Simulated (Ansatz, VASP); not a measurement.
## Two plane-wave programs on SrHg2

```
Sr Hg
1.0
     3.73615    0.00000    0.00000
     0.00000    3.73615    0.00000
     0.00000    0.00000   18.00000
Sr Hg
1 2
Direct
  0.00000 0.00000 0.50000
  0.50000 0.50000 0.60090
  0.50000 0.50000 0.39910
```

Change from the starting cell: species swapped into a sheet of the NdI2 type.

Alike in both runs: task single point; functional PBE; k mesh 6 × 6 × 1; occupations gaussian, width 0.1 eV; no spin polarisation.

|  | VASP | Ansatz |
| --- | --- | --- |
| version | VASP 6.6.1 | Ansatz 0.2.0 |
| potentials or method | VASP PAW PBE potentials, release 64 (Sr_sv, Hg), cutoff 520 eV | scalar-relativistic, plane waves, PAW |
| valence electrons in the cell | 34 | 50 |

VASP gave:

```
gap on the k mesh at the Fermi level (eV) : none
rms of the force components (eV/Å)        : 0.239
```

Question: Estimate Ansatz's values.

Answer: gap on the k mesh at the Fermi level (eV): none; rms of the force components (eV/Å): 0.231.

Atom by atom the forces differ by 0.008 eV/Å (rms over components). A gap of «none» marks a metal or a gap that the smearing closes. VASP's potentials hold 34 valence electrons a cell and Ansatz's 50, so a difference there can come from the potentials and not from the codes. Ansatz's warnings: slab cell height set.

Neither program's run includes spin-orbit coupling.
